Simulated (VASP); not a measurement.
A run of VASP 6.6.1:

INCAR

```
SYSTEM = TiO2
  PREC = Accurate
  ENCUT = 520
  EDIFF = 1E-7
  ISMEAR = 0
  SIGMA = 0.01
  LREAL = .False.
  LASPH = .True.
  NELM = 100
  ALGO = Normal
  ISIF = 2
  LWAVE = .False.
  LCHARG = .False.
  GGA = CA
  NBANDS = 33
```

KPOINTS

```
Automatic mesh
0
Gamma
  6 6 6
  0 0 0
```

POSCAR

```
TiO2
1.0
   -1.9169989080      1.9169989080      4.8199032318
    1.9169989080     -1.9169989080      4.8199032318
    1.9169989080      1.9169989080     -4.8199032318
Ti O
2 4
Direct
    0.0000000000      0.0000000000      0.0000000000
    0.7500000000      0.2500000000      0.5000000000
    0.2081000000      0.2081000000      0.0000000000
    0.9581000000      0.4581000000      0.5000000000
    0.5419000000      0.0419000000      0.5000000000
    0.7919000000      0.7919000000      0.0000000000
```

Potentials or basis: VASP PAW LDA potentials, release 64 (Ti_sv, O).

Command:

```console
$ cat potpaw_LDA.64/Ti_sv/POTCAR potpaw_LDA.64/O/POTCAR > POTCAR
$ mpirun -np 1 vasp_std > vasp.out
```

Hardware: 1 thread of AMD EPYC 7R13, with other jobs on the host.

Q: Estimate the wall time of this run.

A: Wall time 5.5 min on 1 thread of AMD EPYC 7R13, with other jobs on the host, peak memory 0.21 GiB. Counts: scf iterations 18, k points 30.
